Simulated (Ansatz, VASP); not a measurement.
## ZnSe: VASP beside Ansatz

Contents of INCAR:

```
SYSTEM = ZnSe
ALGO = Normal
EDIFF = 1E-6
ENCUT = 500
GGA = PE
GGA_COMPAT = .FALSE.
ISIF = 2
ISMEAR = 0
LASPH = .TRUE.
LCHARG = .FALSE.
LREAL = .FALSE.
LWAVE = .FALSE.
NBANDS = 16
NELM = 120
PREC = Accurate
SIGMA = 0.05
```

File KPOINTS:

```
k-points
0
G
  6 6 6
  0 0 0
```

Contents of POSCAR:

```
ZnSe
1.0
    0.0000000000      2.8338000000      2.8338000000
    2.8338000000      0.0000000000      2.8338000000
    2.8338000000      2.8338000000      0.0000000000
Zn Se
1 1
Direct
    0.0000000000      0.0000000000      0.0000000000
    0.2500000000      0.2500000000      0.2500000000
```

Input for Ansatz:

```yaml
crystal:
  lattice:
    - [0.0, 2.8338, 2.8338]
    - [2.8338, 0.0, 2.8338]
    - [2.8338, 2.8338, 0.0]
  atoms:
    - { symbol: Zn, position: [0.0, 0.0, 0.0] }
    - { symbol: Se, position: [0.25, 0.25, 0.25] }
basis:
  ecutwfc: 420
  ecutrho_ratio: 4
kpoints:
  mp_grid: { grid: [6, 6, 6] }
hamiltonian:
  xc: pbe
scf:
  occupations: { method: gaussian, width: 0.05 }
output:
  forces: true
  stress: true
  eigenvalues: true
```

Alike in both runs: task single point; functional PBE; k mesh 6 × 6 × 6; occupations gaussian, width 0.05 eV; no spin polarisation.

```csv
,VASP,Ansatz
version,VASP 6.6.1,Ansatz 0.2.0
potentials or method,"VASP PAW PBE potentials, release 64 (Zn, Se), cutoff 500 eV","scalar-relativistic, plane waves, PAW"
valence electrons in the cell,18,28
```

```csv
,VASP,Ansatz,Ansatz less VASP
gap on the k mesh at the Fermi level (eV),1.29,1.29,-0.002
least direct gap on the mesh (eV),1.29,1.29,-0.002
pressure (GPa),2.4,2.1,-0.24
```

The functional is the same, so the differences come from potentials, cutoffs and numerics. VASP's potentials hold 18 valence electrons a cell and Ansatz's 28, so a difference there can come from the potentials and not from the codes.
